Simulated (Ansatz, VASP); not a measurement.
## Se: VASP beside Ansatz

```
Se
1.0
    -2.03407    3.52312    0.00000
     0.00000    0.00000    5.12773
     6.10222    3.52312    0.00000
Se
6
Direct
  0.87633 0.33333 0.12367
  0.37633 0.33333 0.62367
  0.74735 0.66667 0.50000
  0.24735 0.66667 0.00000
  0.37633 0.00000 0.37633
  0.87633 0.00000 0.87633
```

Alike in both runs: functional PBE; dispersion D3(BJ); k mesh 8 × 6 × 6; occupations gaussian, width 0.1 eV; no spin polarisation.

Ansatz relaxed the structure, and its values are those at the end. VASP's run is a single point on that final structure, the one shown.

```csv
,VASP,Ansatz
version,VASP 6.6.1,Ansatz 0.2.0
potentials or method,"VASP PAW PBE potentials, release 64 (Se), cutoff 520 eV","scalar-relativistic, plane waves, PAW"
valence electrons in the cell,36,96
```

|  | VASP | Ansatz | Ansatz less VASP |
| --- | --- | --- | --- |
| gap on the k mesh at the Fermi level (eV) | 0.59 | 0.60 | +0.009 |
| least direct gap on the mesh (eV) | 0.73 | 0.74 | +0.007 |
| pressure (GPa) | 0.1 | 0.0 | -0.10 |
| rms of the force components (eV/Å) | 0.011 | 0.002 | -0.0091 |

VASP's potentials hold 36 valence electrons a cell and Ansatz's 96, so a difference there can come from the potentials and not from the codes.
